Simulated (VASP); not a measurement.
# CdS (zincblende type) (F-43m) in VASP: notebook

The runs below take CdS (zincblende type) through single point, with LDA.

Everything below comes from runs of VASP 6.6.1. Logs are shortened: lines on timing, memory, paths and dates and some standing lists are left out, and cuts for length are marked.

**1. The cell of the first run**

Symmetry: F-43m, No. 216, cubic system. The conventional cell has a = 5.639 Å, b = 5.639 Å, c = 5.639 Å, α = 90.00°, β = 90.00°, γ = 90.00°. Cd (site symmetry -43m) has 4 S at 2.44 Å within 3.2 Å. Within 3.2 Å of S (site symmetry -43m) lie 4 Cd at 2.44 Å.

**2. Single point, LDA (22.42 Å³/atom)**

Contents of POSCAR:

```
CdS
1.0
    0.0000000000      2.8196575317      2.8196575317
    2.8196575317      0.0000000000      2.8196575317
    2.8196575317      2.8196575317      0.0000000000
Cd S
1 1
Direct
    0.0000000000      0.0000000000      0.0000000000
    0.2500000000      0.2500000000      0.2500000000
```

Contents of INCAR.step1:

```
PREC     = Accurate       # precision mode
ENCUT    = 520            # plane-wave cutoff, eV
EDIFF    = 1E-6           # SCF threshold, eV
ISMEAR   = -1             # smearing method
SIGMA    = 0.08           # smearing width, eV
LREAL    = False          # projectors in reciprocal space
LASPH    = True           # aspherical terms in the spheres
NELM     = 60             # most SCF steps
ALGO     = Normal         # electronic algorithm
ISIF     = 2              # what is computed and relaxed
LWAVE    = False          # write WAVECAR
LCHARG   = True           # write CHGCAR
NBANDS   = 16             # bands
```

Contents of KPOINTS.step1:

```
Automatic mesh
0
Gamma
  11 11 11
```

Contents of INCAR.step2:

```
PREC     = Accurate       # precision mode
ENCUT    = 520            # plane-wave cutoff, eV
EDIFF    = 1E-6           # SCF threshold, eV
ISMEAR   = -5             # smearing method
SIGMA    = 0.08           # smearing width, eV
LREAL    = False          # projectors in reciprocal space
LASPH    = True           # aspherical terms in the spheres
NELM     = 60             # most SCF steps
ALGO     = Normal         # electronic algorithm
ISIF     = 2              # what is computed and relaxed
LWAVE    = False          # write WAVECAR
LCHARG   = False          # write CHGCAR
LORBIT   = 11             # projections on sites
NEDOS    = 2001           # points of the DOS
ICHARG   = 11             # starting density
```

Contents of KPOINTS.step2:

```
Automatic mesh
0
Gamma
  17 17 17
```

Potentials or basis: VASP PAW LDA potentials, release 64 (Cd, S).

Launch:

```console
> cat potpaw_LDA.64/Cd/POTCAR potpaw_LDA.64/S/POTCAR > POTCAR
> cp INCAR.step1 INCAR
> cp KPOINTS.step1 KPOINTS
> mpirun -np 1 vasp_std > vasp.out
> cp INCAR.step2 INCAR
> cp KPOINTS.step2 KPOINTS
> mpirun -np 1 vasp_std > vasp.out
```

OUTCAR:

```text
PREC = Accurate
   ENCUT = 520
   EDIFF = 1E-6
   ISMEAR = -5
   LREAL = False
   LASPH = True
   NELM = 60
   ISIF = 2
   LORBIT = 11
   ICHARG = 11

 ion  position               nearest neighbor table
   1  0.000  0.000  0.000-   2 2.44   2 2.44   2 2.44   2 2.44
   2  0.250  0.250  0.250-   1 2.44   1 2.44   1 2.44   1 2.44

  LATTYP: Found a face centered cubic cell.
 ALAT       =     5.6393150634

  Lattice vectors:

 A1 = (   0.0000000000,   2.8196575317,   2.8196575317)
 A2 = (   2.8196575317,   0.0000000000,   2.8196575317)
 A3 = (   2.8196575317,   2.8196575317,   0.0000000000)

Analysis of symmetry for initial positions (statically):
=====================================================================
 Subroutine PRICEL returns:
 Original cell was already a primitive cell.

 Routine SETGRP: Setting up the symmetry group for a
 face centered cubic supercell.

 Subroutine GETGRP returns: Found 24 space group operations
 (whereof 24 operations were pure point group operations)
 out of a pool of 48 trial point group operations.

The static configuration has the point symmetry T_d .

Analysis of symmetry for dynamics (positions and initial velocities):
=====================================================================
 Subroutine PRICEL returns:
 Original cell was already a primitive cell.

 Routine SETGRP: Setting up the symmetry group for a
 face centered cubic supercell.

 Subroutine GETGRP returns: Found 24 space group operations
 (whereof 24 operations were pure point group operations)
 out of a pool of 48 trial point group operations.

The dynamic configuration has the point symmetry T_d .

 Subroutine INISYM returns: Found 24 space group operations
 (whereof 24 operations are pure point group operations),
 and found     1 'primitive' translations

----------------------------------------------------------------------------------------

                                     Primitive cell

  volume of cell :      44.8352

  direct lattice vectors                    reciprocal lattice vectors
     0.000000000  2.819657532  2.819657532    -0.177326500  0.177326500  0.177326500
     2.819657532  0.000000000  2.819657532     0.177326500 -0.177326500  0.177326500
     2.819657532  2.819657532  0.000000000     0.177326500  0.177326500 -0.177326500

  length of vectors
     3.987597923  3.987597923  3.987597923     0.307138507  0.307138507  0.307138507

  position of ions in fractional coordinates (direct lattice)
     0.000000000  0.000000000  0.000000000
     0.250000000  0.250000000  0.250000000

  ion indices of the primitive-cell ions
   primitive index   ion index
                 1           1
                 2           2

----------------------------------------------------------------------------------------

 KPOINTS: Automatic mesh

Automatic generation of k-mesh.
 Grid dimensions read from file:
 generate k-points for:   17   17   17

 Generating k-lattice:

  Cartesian coordinates                     Fractional coordinates (reciprocal lattice)
    -0.010430971  0.010430971  0.010430971     0.058823529  0.000000000  0.000000000
     0.010430971 -0.010430971  0.010430971     0.000000000  0.058823529  0.000000000
     0.010430971  0.010430971 -0.010430971     0.000000000  0.000000000  0.058823529

  Length of vectors
     0.018066971  0.018066971  0.018066971

  Shift w.r.t. Gamma in fractional coordinates (k-lattice)
     0.000000000  0.000000000  0.000000000

 TETIRR: Found    693 inequivalent tetrahedra from    29478

 Subroutine IBZKPT returns following result:
 ===========================================

 Found    165 irreducible k-points:

 Following reciprocal coordinates:
            Coordinates               Weight
  0.000000  0.000000  0.000000      1.000000
  0.058824  0.000000  0.000000      8.000000
  0.117647  0.000000  0.000000      8.000000
  0.176471  0.000000  0.000000      8.000000
  0.235294  0.000000  0.000000      8.000000
  0.294118  0.000000  0.000000      8.000000
[... 16 lines left out ...]
 -0.176471  0.058824  0.000000     24.000000
 -0.117647  0.058824  0.000000     24.000000
 [... further k-points ...]
   k-points           NKPTS =    165   k-points in BZ     NKDIM =    165   number of bands    NBANDS=     13
   number of dos      NEDOS =   2001   number of ions     NIONS =      2
   total plane-waves  NPLWV =  27000
   dimension x,y,z NGX =    30 NGY =   30 NGZ =   30
   dimension x,y,z NGXF=    60 NGYF=   60 NGZF=   60
   ions per type =               1   1
   NGX,Y,Z   is equivalent  to a cutoff of  12.51, 12.51, 12.51 a.u.
   NGXF,Y,Z  is equivalent  to a cutoff of  25.01, 25.01, 25.01 a.u.
 SYSTEM =  unknown system
   PREC   = accura    normal or accurate (medium, high low for compatibility)
   ISTART =      0    job   : 0-new  1-cont  2-samecut
   ICHARG =     11    charge: 1-file 2-atom 10-const
   ISPIN  =      1    spin polarized calculation?
   LNONCOLLINEAR =      F non collinear calculations
   LSORBIT =      F    spin-orbit coupling
   LASPH  =      T    aspherical Exc in radial PAW
   ENCUT  =  520.0 eV  38.22 Ry    6.18 a.u.   7.41  7.41  7.41*2*pi/ulx,y,z
   NELM   =     60;   NELMIN=  2; NELMDL=  0     # of ELM steps
   EDIFF  = 0.1E-05   stopping-criterion for ELM
   LREAL  =      F    real-space projection
   EDIFFG = 0.1E-04   stopping-criterion for IOM
   NSW    =      0    number of steps for IOM
   IBRION =     -1    ionic relax: 0-MD 1-quasi-New 2-CG
   NFREE  =      0    steps in history (QN), initial steepest desc. (CG)
   ISIF   =      2    stress and relaxation
   ISYM   =      2    0-nonsym 1-usesym 2-fastsym
   POTIM  = 0.5000    time-step for ionic-motion
   TEBEG  =    0.0;   TEEND  =   0.0 temperature during run
   PSTRESS=    0.0 pullay stress
   NELECT =      18.0000    total number of electrons
   NUPDOWN=      -1.0000    fix difference up-down
   EMIN   =  10.00;   EMAX   =-10.00  energy-range for DOS
   EFERMI =   0.00;   METHOD = LEGACY
   ISMEAR =    -5;   SIGMA  =   0.08  broadening in eV -4-tet -1-fermi 0-gaus
   EFERMI_NEDOS =   21; number of points for ismear=-14 and -15
   IALGO  =     38    algorithm
   IMIX   =      4    mixing-type and parameters
     AMIX     =   0.40;   BMIX     =  1.00
     AMIX_MAG =   1.60;   BMIX_MAG =  1.00
  volume/ion in A,a.u.               =      22.42       151.28
  Fermi-wavevector in a.u.,A,eV,Ry     =   1.207701  2.282223 19.844654  1.458541
  Thomas-Fermi vector in A             =   2.343331
   LORBIT       =     11    0 simple, 1 ext, 2 COOP (PROOUT), +10 PAW based schemes
   GGA     = CA    functional components
   LHFCALC =     F    Hartree Fock is set to
   AEXX    =    0.0000 exact exchange contribution
   IVDW    =     0    specifies the selected vdW correction
   LEPSILON=     F    determine dielectric tensor
   LRPA    =     F    only Hartree local field effects (RPA)
 non-spin polarized calculation
 Fermi weights with tetrahedron method with Bloechl corrections
  energy-cutoff  :      520.00
  volume of cell :       44.84
 maximum number of plane-waves:      1243
 NGX is ok and might be reduce to    30

 number of electron      17.9999993 magnetization

 Free energy of the ion-electron system (eV)
  ---------------------------------------------------
  ext. energy  EPLUGINS =         0.00000000
  ---------------------------------------------------
  free energy    TOTEN  =        -7.35608927 eV

  energy without entropy =       -7.35608927  energy(sigma->0) =       -7.35608927

 E-fermi :   2.0837     XC(G=0): -10.0542

 val. band max:        2.0770573005   @ k =   0.0000   0.0000   0.0000
 cond. band min:       3.1844809014   @ k =   0.0000   0.0000   0.0000
 fundamental gap:      1.1074236009
 Fermi energy:         2.0836689564

 k-point     1 :       0.0000    0.0000    0.0000
  band No.  band energies     occupation
      1     -10.9660      2.00000
      2      -6.1521      2.00000
      3      -6.1521      2.00000
      4      -6.1521      2.00000
      5      -5.5131      2.00000
      6      -5.5131      2.00000
      7       2.0771      2.00000
      8       2.0771      2.00000
      9       2.0771      2.00000
     10       3.1845      0.00000
     11       8.3911      0.00000
     12       8.3911      0.00000
     13       8.3911      0.00000

 k-point     2 :       0.0588    0.0000    0.0000
  band No.  band energies     occupation
      1     -10.9477      2.00000
      2      -6.1452      2.00000
      3      -6.1452      2.00000
      4      -6.1410      2.00000
      5      -5.5138      2.00000
      6      -5.5138      2.00000
      7       1.7079      2.00000
      8       2.0411      2.00000
      9       2.0411      2.00000
     10       3.4971      0.00000
     11       8.3183      0.00000
     12       8.4479      0.00000
     13       8.4479      0.00000

 k-point     3 :       0.1176    0.0000    0.0000
  band No.  band energies     occupation
      1     -10.8951      2.00000
      2      -6.1259      2.00000
      3      -6.1259      2.00000
      4      -6.1049      2.00000
      5      -5.5150      2.00000
      6      -5.5150      2.00000
      7       1.0181      2.00000
      8       1.9405      2.00000
      9       1.9405      2.00000
     10       4.0105      0.00000
     11       8.1735      0.00000
     12       8.5989      0.00000
     13       8.5989      0.00000

 k-point     4 :       0.1765    0.0000    0.0000
  band No.  band energies     occupation
      1     -10.8148      2.00000
      2      -6.0981      2.00000
      3      -6.0981      2.00000
      4      -6.0354      2.00000
      5      -5.5148      2.00000
      6      -5.5148      2.00000
      7       0.2454      2.00000
      8       1.7943      2.00000
      9       1.7943      2.00000
     10       4.4665      0.00000
     11       8.1007      0.00000
     12       8.7888      0.00000
     13       8.7888      0.00000

 k-point     5 :       0.2353    0.0000    0.0000
  band No.  band energies     occupation
      1     -10.7176      2.00000
      2      -6.0671      2.00000
      3      -6.0671      2.00000
      4      -5.9213      2.00000
      5      -5.5106      2.00000
      6      -5.5106      2.00000
      7      -0.5507      2.00000
      8       1.6263      2.00000
      9       1.6263      2.00000
     10       4.7850      0.00000
     11       8.2104      0.00000
     12       8.9418      0.00000
     13       8.9418      0.00000
[... 257 lines left out ...]
 k-point    22 :      -0.2353    0.0588    0.0000
  band No.  band energies     occupation
      1     -10.6719      2.00000
      2      -6.0568      2.00000
      3      -6.0438      2.00000
      4      -5.8645      2.00000
      5      -5.5242      2.00000
      6      -5.4898      2.00000
      7      -0.8192      2.00000
      8       1.2948      2.00000
      9       1.6483      2.00000
     10       5.0139      0.00000
     11       8.2167      0.00000
     12       8.9577      0.00000
     13       8.9889      0.00000

 k-point    23 :      -0.1765    0.0588    0.0000
  band No.  band energies     occupation
      1     -10.7702      2.00000
      2      -6.0882      2.00000
      3      -6.0735      2.00000
      4      -5.9948      2.00000
      5      -5.5276      2.00000
      6      -5.5000      2.00000
      7      -0.0473      2.00000
      8       1.4794      2.00000
      9       1.8151      2.00000
     10       4.7339      0.00000
     11       8.0306      0.00000
     12       8.8198      0.00000
     13       8.9418      0.00000

 k-point    24 :      -0.1176    0.0588    0.0000
  band No.  band energies     occupation
      1     -10.8561      2.00000
      2      -6.1169      2.00000
      3      -6.1037      2.00000
      4      -6.0779      2.00000
      5      -5.5250      2.00000
      6      -5.5058      2.00000
      7       0.6944      2.00000
      8       1.6774      2.00000
      9       1.9503      2.00000
     10       4.3156      0.00000
     11       8.0453      0.00000
     12       8.6401      0.00000
     13       8.8028      0.00000

 [... further k-points ...]
[... 5 lines left out ...]
  --------------------------------------------------------------------------------------
  -------------------------------------------------------------------------------------
  Total        1.5537488      1.5537488      1.5537488     -0.0000000      0.0000000     -0.0000000
  in kB       55.5229189     55.5229189     55.5229189     -0.0000000      0.0000000     -0.0000000
  external PRESSURE =      55.5229189 kB  Pullay stress =       0.0000000 kB

 VOLUME and BASIS-vectors are now :
 -----------------------------------------------------------------------------
  energy-cutoff  :      520.00
  volume of cell :       44.84
      direct lattice vectors                 reciprocal lattice vectors
     0.000000000  2.819657532  2.819657532    -0.177326500  0.177326500  0.177326500
     2.819657532  0.000000000  2.819657532     0.177326500 -0.177326500  0.177326500
     2.819657532  2.819657532  0.000000000     0.177326500  0.177326500 -0.177326500

 POSITION                                       TOTAL-FORCE (eV/Angst)
 -----------------------------------------------------------------------------------
      0.00000      0.00000      0.00000        -0.000000     -0.000000     -0.000000
      1.40983      1.40983      1.40983         0.000000      0.000000      0.000000
 -----------------------------------------------------------------------------------
    total drift:                               -0.000000     -0.000000     -0.000000

  FREE ENERGIE OF THE ION-ELECTRON SYSTEM (eV)
  ---------------------------------------------------
  free  energy   TOTEN  =        -7.3560892696 eV

  energy  without entropy=       -7.3560892696  energy(sigma->0) =       -7.35608927

 total charge

# of ion       s       p       d       tot
------------------------------------------
    1        0.464   0.402   9.557  10.423
    2        1.320   2.425   0.000   3.745
--------------------------------------------------
tot          1.784   2.827   9.557  14.168
```

Wall time 2.4 min (1 thread of AMD EPYC 7R13, shared host); peak memory 0.19 GiB.

Results:

```
Valence electrons inside the program's atomic spheres : Cd 10.42; S 3.75
```

Levels at points of the mesh, in eV from the valence-band top:
```
           k point  band 7  band 8  band 9  band 10  band 11  band 12
(0.00, 0.00, 0.00)    0.00    0.00    0.00     1.11     6.31     6.31
```

(Continued in part 2 of 2.)
